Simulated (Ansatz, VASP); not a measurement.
**Gd: VASP beside Ansatz**

Contents of INCAR:

```
ALGO     = Normal         # electronic algorithm
EDIFF    = 1E-6           # SCF threshold, eV
ENCUT    = 600            # plane-wave cutoff, eV
GGA      = PS             # functional
GGA_COMPAT= False        
ISIF     = 2              # what is computed and relaxed
ISMEAR   = -1             # smearing method
ISPIN    = 2              # spin polarisation
LASPH    = True           # aspherical terms in the spheres
LCHARG   = False          # write CHGCAR
LMAXMIX  = 6              # l up to which the mixer works
LORBIT   = 11             # projections on sites
LREAL    = False          # projectors in reciprocal space
LWAVE    = False          # write WAVECAR
MAGMOM   = 7              # initial moments
NBANDS   = 19             # bands
NELM     = 200            # most SCF steps
PREC     = Accurate       # precision mode
SIGMA    = 0.08           # smearing width, eV
```

KPOINTS

```
k-points
0
Gamma
  14 14 14
```

The input POSCAR:

```
Gd
1.0
   -1.4576403756      1.4576403756      1.4576403756
    1.4576403756     -1.4576403756      1.4576403756
    1.4576403756      1.4576403756     -1.4576403756
Gd
1
Direct
    0.0000000000      0.0000000000      0.0000000000
```

Input for Ansatz:

```yaml
crystal:
  lattice:
    - [-1.4576403756, 1.4576403756, 1.4576403756]
    - [1.4576403756, -1.4576403756, 1.4576403756]
    - [1.4576403756, 1.4576403756, -1.4576403756]
  atoms:
    - { symbol: Gd, position: [0.0, 0.0, 0.0], spin: 7.0 }
magnetization:
  spin_polarized: true
kpoints:
  mp_grid: { grid: [14, 14, 14] }
  band_path:
    path:
      - [0.0, 0.0, 0.0]
      - [0.5, -0.5, 0.5]
      - [0.0, 0.0, 0.5]
      - [0.0, 0.0, 0.0]
      - [0.25, 0.25, 0.25]
      - [0.5, -0.5, 0.5]
      - [0.25, 0.25, 0.25]
      - [0.0, 0.0, 0.5]
    npoints: 8
scf:
  occupations: { method: fermi_dirac, width: 0.08 }
hamiltonian:
  xc: pbesol
  pseudopotentials: { kind: all_electron, lapw: { basis_error: 0.001 } }
output:
  forces: true
  stress: true
  eigenvalues: true
  populations: true
  dos: { projected: true, de: 0.2, e_range: [-14, 8] }
```

Change from the starting cell: volume scaled by 0.4, LAPW.

Alike in both runs: task single point; functional PBEsol; k mesh 14 × 14 × 14; occupations fermi-dirac, width 0.08 eV; collinear spin.

|  | VASP | Ansatz |
| --- | --- | --- |
| version | VASP 6.6.1 | Ansatz 0.2.0 |
| potentials or method | VASP PAW PBE potentials, release 64 (Gd), cutoff 600 eV | all-electron LAPW, scalar-relativistic |

|  | VASP | Ansatz | Ansatz less VASP |
| --- | --- | --- | --- |
| pressure (GPa) | 151.7 | 147.7 | -3.98 |
| net moment per atom (μB) | 6.41 | 6.39 | -0.013 |
| size of the moment on the site where the two differ most (μB) | 6.26 | 6.37 | +0.112 |

VASP's potentials were made for PBE, not for PBEsol. Site moments also hang on the region over which each program counts them. Both programs put the cell under a high pressure, so it lies far from rest at this level. Ansatz ran all-electron here, and VASP with PAW potentials.

Spin-orbit coupling is off throughout. Noted on VASP's run: the cell as given lies far from equilibrium.
